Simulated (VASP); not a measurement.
# Ti (Im-3m) in VASP: further runs

Ti is run at these levels: PBE; tasks: single point.

All numbers are computed with VASP 6.6.1; they aren't measurements. Logs are shortened: lines on timing, memory, paths and dates and some standing lists are left out, and cuts for length are marked.

## (1) The cell of the first run

It takes space group Im-3m (No. 229, cubic). The conventional cell has a = 3.261 Å, b = 3.261 Å, c = 3.261 Å, α = 90.00°, β = 90.00°, γ = 90.00°. Ti (site symmetry m-3m) has 14 Ti at 2.82 to 3.26 Å within 3.7 Å.

## (2) Single point, PBE

INCAR

```
PREC = Accurate
ENCUT = 500
EDIFF = 1E-6
ISMEAR = 0
SIGMA = 0.05
LREAL = False
LASPH = True
NELM = 120
ALGO = Normal
ISIF = 2
LWAVE = False
LCHARG = False
GGA = PE
NBANDS = 12
GGA_COMPAT = False
```

KPOINTS

```
Automatic mesh
0
Gamma
  8 8 8
```

POSCAR

```
Ti
1.0
   -1.6307266026      1.6307266026      1.6307266026
    1.6307266026     -1.6307266026      1.6307266026
    1.6307266026      1.6307266026     -1.6307266026
Ti
1
Direct
    0.0000000000      0.0000000000      0.0000000000
```

Potentials or basis: VASP PAW PBE potentials, release 64 (Ti_sv).

On the command line:

```
$ cat potpaw_PBE.64/Ti_sv/POTCAR > POTCAR
$ mpirun -np 1 vasp_std > vasp.out
```

OUTCAR:

```text
PREC = Accurate
   ENCUT = 500
   EDIFF = 1E-6
   ISMEAR = 0
   LREAL = False
   LASPH = True
   NELM = 120
   ISIF = 2
   GGA = PE

 ion  position               nearest neighbor table
   1  0.000  0.000  0.000-

  LATTYP: Found a body centered cubic cell.
 ALAT       =     3.2614532052

  Lattice vectors:

 A1 = (  -1.6307266026,   1.6307266026,   1.6307266026)
 A2 = (   1.6307266026,  -1.6307266026,   1.6307266026)
 A3 = (   1.6307266026,   1.6307266026,  -1.6307266026)

Analysis of symmetry for initial positions (statically):
=====================================================================
 Subroutine PRICEL returns:
 Original cell was already a primitive cell.

 Routine SETGRP: Setting up the symmetry group for a
 body centered cubic supercell.

 Subroutine GETGRP returns: Found 48 space group operations
 (whereof 48 operations were pure point group operations)
 out of a pool of 48 trial point group operations.

The static configuration has the point symmetry O_h .

Analysis of symmetry for dynamics (positions and initial velocities):
=====================================================================
 Subroutine PRICEL returns:
 Original cell was already a primitive cell.

 Routine SETGRP: Setting up the symmetry group for a
 body centered cubic supercell.

 Subroutine GETGRP returns: Found 48 space group operations
 (whereof 48 operations were pure point group operations)
 out of a pool of 48 trial point group operations.

The dynamic configuration has the point symmetry O_h .

 Subroutine INISYM returns: Found 48 space group operations
 (whereof 48 operations are pure point group operations),
 and found     1 'primitive' translations

----------------------------------------------------------------------------------------

                                     Primitive cell

  volume of cell :      17.3462

  direct lattice vectors                    reciprocal lattice vectors
    -1.630726603  1.630726603  1.630726603     0.000000000  0.306611788  0.306611788
     1.630726603 -1.630726603  1.630726603     0.306611788  0.000000000  0.306611788
     1.630726603  1.630726603 -1.630726603     0.306611788  0.306611788  0.000000000

  length of vectors
     2.824501329  2.824501329  2.824501329     0.433614550  0.433614550  0.433614550

  position of ions in fractional coordinates (direct lattice)
     0.000000000  0.000000000  0.000000000
[... 70 lines left out ...]
   ISPIN  =      1    spin polarized calculation?
   LNONCOLLINEAR =      F non collinear calculations
   LSORBIT =      F    spin-orbit coupling
   LASPH  =      T    aspherical Exc in radial PAW
   ENCUT  =  500.0 eV  36.75 Ry    6.06 a.u.   5.15  5.15  5.15*2*pi/ulx,y,z
   NELM   =    120;   NELMIN=  2; NELMDL= -5     # of ELM steps
   EDIFF  = 0.1E-05   stopping-criterion for ELM
   LREAL  =      F    real-space projection
[... 7 lines left out ...]
   TEBEG  =    0.0;   TEEND  =   0.0 temperature during run
   PSTRESS=    0.0 pullay stress
   NELECT =      12.0000    total number of electrons
   NUPDOWN=      -1.0000    fix difference up-down
   EMIN   =  10.00;   EMAX   =-10.00  energy-range for DOS
   EFERMI =   0.00;   METHOD = LEGACY
   ISMEAR =     0;   SIGMA  =   0.05  broadening in eV -4-tet -1-fermi 0-gaus
   EFERMI_NEDOS =   21; number of points for ismear=-14 and -15
   IALGO  =     38    algorithm
   IMIX   =      4    mixing-type and parameters
     AMIX     =   0.40;   BMIX     =  1.00
     AMIX_MAG =   1.60;   BMIX_MAG =  1.00
  volume/ion in A,a.u.               =      17.35       117.06
  Fermi-wavevector in a.u.,A,eV,Ry     =   1.447885  2.736106 28.522862  2.096371
  Thomas-Fermi vector in A             =   2.565789
   LORBIT       =      0    0 simple, 1 ext, 2 COOP (PROOUT), +10 PAW based schemes
   GGA     = PE    functional components
   LHFCALC =     F    Hartree Fock is set to
   AEXX    =    0.0000 exact exchange contribution
   IVDW    =     0    specifies the selected vdW correction
   LEPSILON=     F    determine dielectric tensor
   LRPA    =     F    only Hartree local field effects (RPA)
 non-spin polarized calculation
 Gauss-broadening in eV      SIGMA  =   0.05
  energy-cutoff  :      500.00
  volume of cell :       17.35
 maximum number of plane-waves:       466
 NGX is ok and might be reduce to    24
   NGX = 11   NGY = 11   NGZ = 11

 number of electron      11.9999998 magnetization

 Free energy of the ion-electron system (eV)
  ---------------------------------------------------
  ext. energy  EPLUGINS =         0.00000000
  ---------------------------------------------------
  free energy    TOTEN  =        -7.72799326 eV

  energy without entropy =       -7.72483247  energy(sigma->0) =       -7.72641287

 E-fermi :   8.0886     XC(G=0): -11.4987

 val. band max:        8.0850799883   @ k =  -0.3750   0.3750   0.1250
 cond. band min:       8.1333759672   @ k =   0.5000   0.5000   0.1250
 fundamental gap:      0.0482959789
 Fermi energy:         8.0886173225

 k-point     1 :       0.0000    0.0000    0.0000
  band No.  band energies     occupation
      1     -48.4223      2.00000
      2     -24.2777      2.00000
      3     -24.2777      2.00000
      4     -24.2777      2.00000
      5       2.1425      2.00000
      6       9.0934      0.00000
      7       9.0934      0.00000
      8       9.0934      0.00000
      9      10.8539      0.00000
     10      10.8539      0.00000
     11      25.5192      0.00000
     12      25.5192      0.00000
[... 331 lines left out ...]
 k-point    24 :      -0.3750    0.3750    0.2500
  band No.  band energies     occupation
      1     -48.2609      2.00000
      2     -24.7760      2.00000
      3     -24.5837      2.00000
      4     -24.5224      2.00000
      5       6.3438      2.00000
      6       7.2853      2.00000
      7       9.4105      0.00000
      8       9.9040      0.00000
      9      11.5084      0.00000
     10      12.5776      0.00000
     11      19.2896      0.00000
     12      21.1278      0.00000

 [... further k-points ...]
[... 5 lines left out ...]
  --------------------------------------------------------------------------------------
  -------------------------------------------------------------------------------------
  Total       -0.1156946     -0.1156946     -0.1156946     -0.0000000      0.0000000     -0.0000000
  in kB      -10.6861202    -10.6861202    -10.6861202     -0.0000000      0.0000000     -0.0000000
  external PRESSURE =     -10.6861202 kB  Pullay stress =       0.0000000 kB

 VOLUME and BASIS-vectors are now :
 -----------------------------------------------------------------------------
  energy-cutoff  :      500.00
  volume of cell :       17.35
      direct lattice vectors                 reciprocal lattice vectors
    -1.630726603  1.630726603  1.630726603     0.000000000  0.306611788  0.306611788
     1.630726603 -1.630726603  1.630726603     0.306611788  0.000000000  0.306611788
     1.630726603  1.630726603 -1.630726603     0.306611788  0.306611788  0.000000000

 POSITION                                       TOTAL-FORCE (eV/Angst)
 -----------------------------------------------------------------------------------
      0.00000      0.00000      0.00000        -0.000000     -0.000000      0.000000
 -----------------------------------------------------------------------------------
    total drift:                               -0.000000     -0.000000      0.000000

  FREE ENERGIE OF THE ION-ELECTRON SYSTEM (eV)
  ---------------------------------------------------
  free  energy   TOTEN  =        -7.7279932625 eV

  energy  without entropy=       -7.7248324721  energy(sigma->0) =       -7.72641287
```

Run time: 7 s. Hardware: 1 thread of AMD EPYC 7R43 (Zen 3), shared host; peak memory 0.11 GiB.

Results:

* Free energy: -7.7280 eV
* Pressure: -1.1 GPa
* Band gap on the k mesh: zero (band 6 reaches 9.09 eV, above the bottom of band 7 at 7.49 eV)

## (3) Single point, PBE

This run uses another cell than the first one, of 17.22 Å³/atom, 0.993 times its volume.

INCAR

```
PREC     = Accurate       # precision mode
ENCUT    = 500            # plane-wave cutoff, eV
EDIFF    = 1E-6           # SCF threshold, eV
ISMEAR   = 0              # smearing method
SIGMA    = 0.05           # smearing width, eV
LREAL    = F              # projectors in reciprocal space
LASPH    = T              # aspherical terms in the spheres
NELM     = 120            # most SCF steps
ALGO     = Normal         # electronic algorithm
ISIF     = 2              # what is computed and relaxed
LWAVE    = F              # write WAVECAR
LCHARG   = F              # write CHGCAR
GGA      = PE             # functional
NBANDS   = 12             # bands
GGA_COMPAT= F
```

KPOINTS is that of step 2.

POSCAR

```
Ti
1.0
   -1.6269154342      1.6269154342      1.6269154342
    1.6269154342     -1.6269154342      1.6269154342
    1.6269154342      1.6269154342     -1.6269154342
Ti
1
Direct
    0.0000000000      0.0000000000      0.0000000000
```

Potentials or basis: VASP PAW PBE potentials, release 64 (Ti_sv).

On the command line:

```
$ cat potpaw_PBE.64/Ti_sv/POTCAR > POTCAR
$ mpirun -np 1 vasp_std > vasp.out
```

OUTCAR:

```text
PREC = Accurate
   ENCUT = 500
   EDIFF = 1E-6
   ISMEAR = 0
   LREAL = F
   LASPH = T
   NELM = 120
   ISIF = 2
   GGA = PE

 ion  position               nearest neighbor table
   1  0.000  0.000  0.000-

  LATTYP: Found a body centered cubic cell.
 ALAT       =     3.2538308684

  Lattice vectors:

 A1 = (  -1.6269154342,   1.6269154342,   1.6269154342)
 A2 = (   1.6269154342,  -1.6269154342,   1.6269154342)
 A3 = (   1.6269154342,   1.6269154342,  -1.6269154342)

Analysis of symmetry for initial positions (statically):
=====================================================================
 Subroutine PRICEL returns:
 Original cell was already a primitive cell.

 Routine SETGRP: Setting up the symmetry group for a
 body centered cubic supercell.

 Subroutine GETGRP returns: Found 48 space group operations
 (whereof 48 operations were pure point group operations)
 out of a pool of 48 trial point group operations.

The static configuration has the point symmetry O_h .

Analysis of symmetry for dynamics (positions and initial velocities):
=====================================================================
 Subroutine PRICEL returns:
 Original cell was already a primitive cell.

 Routine SETGRP: Setting up the symmetry group for a
 body centered cubic supercell.

 Subroutine GETGRP returns: Found 48 space group operations
 (whereof 48 operations were pure point group operations)
 out of a pool of 48 trial point group operations.

The dynamic configuration has the point symmetry O_h .

 Subroutine INISYM returns: Found 48 space group operations
 (whereof 48 operations are pure point group operations),
 and found     1 'primitive' translations

----------------------------------------------------------------------------------------

[... 114 lines left out ...]
   LORBIT       =      0    0 simple, 1 ext, 2 COOP (PROOUT), +10 PAW based schemes
   GGA     = PE    functional components
   LHFCALC =     F    Hartree Fock is set to
   AEXX    =    0.0000 exact exchange contribution
   IVDW    =     0    specifies the selected vdW correction
   LEPSILON=     F    determine dielectric tensor
   LRPA    =     F    only Hartree local field effects (RPA)
 non-spin polarized calculation
 Gauss-broadening in eV      SIGMA  =   0.05
  energy-cutoff  :      500.00
  volume of cell :       17.22
 maximum number of plane-waves:       466
 NGX is ok and might be reduce to    24
   NGX = 11   NGY = 11   NGZ = 11

 number of electron      11.9999997 magnetization

 Free energy of the ion-electron system (eV)
  ---------------------------------------------------
  ext. energy  EPLUGINS =         0.00000000
  ---------------------------------------------------
  free energy    TOTEN  =        -7.72844187 eV

  energy without entropy =       -7.72527134  energy(sigma->0) =       -7.72685661

 E-fermi :   8.1611     XC(G=0): -11.5320

 val. band max:        8.1591536941   @ k =  -0.3750   0.3750   0.1250
 cond. band min:       8.2029455485   @ k =   0.5000   0.5000   0.1250
 fundamental gap:      0.0437918544
 Fermi energy:         8.1611432520

 k-point     1 :       0.0000    0.0000    0.0000
  band No.  band energies     occupation
      1     -48.3367      2.00000
      2     -24.1838      2.00000
      3     -24.1838      2.00000
      4     -24.1838      2.00000
      5       2.2006      2.00000
      6       9.1720      0.00000
      7       9.1720      0.00000
      8       9.1720      0.00000
      9      10.9477      0.00000
     10      10.9477      0.00000
     11      25.6426      0.00000
     12      25.6426      0.00000
[... 331 lines left out ...]
 k-point    24 :      -0.3750    0.3750    0.2500
  band No.  band energies     occupation
      1     -48.1707      2.00000
      2     -24.6933      2.00000
      3     -24.4964      2.00000
      4     -24.4339      2.00000
      5       6.4101      2.00000
      6       7.3459      2.00000
      7       9.4923      0.00000
      8       9.9904      0.00000
      9      11.6097      0.00000
     10      12.6928      0.00000
     11      19.4427      0.00000
     12      21.2870      0.00000

 [... further k-points ...]

------------------------ aborting loop because EDIFF is reached ----------------------------------------

  FORCE on cell =-STRESS in cart. coord.  units (eV):
  Direction    XX          YY          ZZ          XY          YZ          ZX
  --------------------------------------------------------------------------------------
  -------------------------------------------------------------------------------------
  Total       -0.0319963     -0.0319963     -0.0319963     -0.0000000     -0.0000000      0.0000000
  in kB       -2.9761496     -2.9761496     -2.9761496     -0.0000000     -0.0000000      0.0000000
  external PRESSURE =      -2.9761496 kB  Pullay stress =       0.0000000 kB

 VOLUME and BASIS-vectors are now :
 -----------------------------------------------------------------------------
  energy-cutoff  :      500.00
  volume of cell :       17.22
      direct lattice vectors                 reciprocal lattice vectors
    -1.626915434  1.626915434  1.626915434     0.000000000  0.307330049  0.307330049
     1.626915434 -1.626915434  1.626915434     0.307330049  0.000000000  0.307330049
     1.626915434  1.626915434 -1.626915434     0.307330049  0.307330049  0.000000000

 POSITION                                       TOTAL-FORCE (eV/Angst)
 -----------------------------------------------------------------------------------
      0.00000      0.00000      0.00000         0.000000     -0.000000      0.000000
 -----------------------------------------------------------------------------------
    total drift:                               -0.000000      0.000000      0.000000

  FREE ENERGIE OF THE ION-ELECTRON SYSTEM (eV)
  ---------------------------------------------------
  free  energy   TOTEN  =        -7.7284418724 eV

  energy  without entropy=       -7.7252713424  energy(sigma->0) =       -7.72685661
```

It took 7.3 s on 1 thread of AMD EPYC 7R43 (Zen 3), shared host; peak memory 0.1 GiB.

What came out:

```
Free energy            : -7.7284 eV
Pressure               : -0.3 GPa
Band gap on the k mesh : zero (band 6 reaches 9.17 eV, above the bottom of band 7 at 7.56 eV)
```

Levels at points of the mesh, in eV from the Fermi level:
```csv
k point,band 3,band 4,band 5,band 6,band 7,band 8,band 9,band 10
"(0.00, 0.00, 0.00)",-32.34,-32.34,-5.96,1.01,1.01,1.01,2.79,2.79
"(0.50, 0.00, 0.00)",-32.56,-32.35,-2.46,-0.39,1.17,2.78,3.13,4.33
"(0.50, 0.50, 0.50)",-32.82,-32.82,-2.12,-2.12,3.97,3.97,3.97,8.46
```
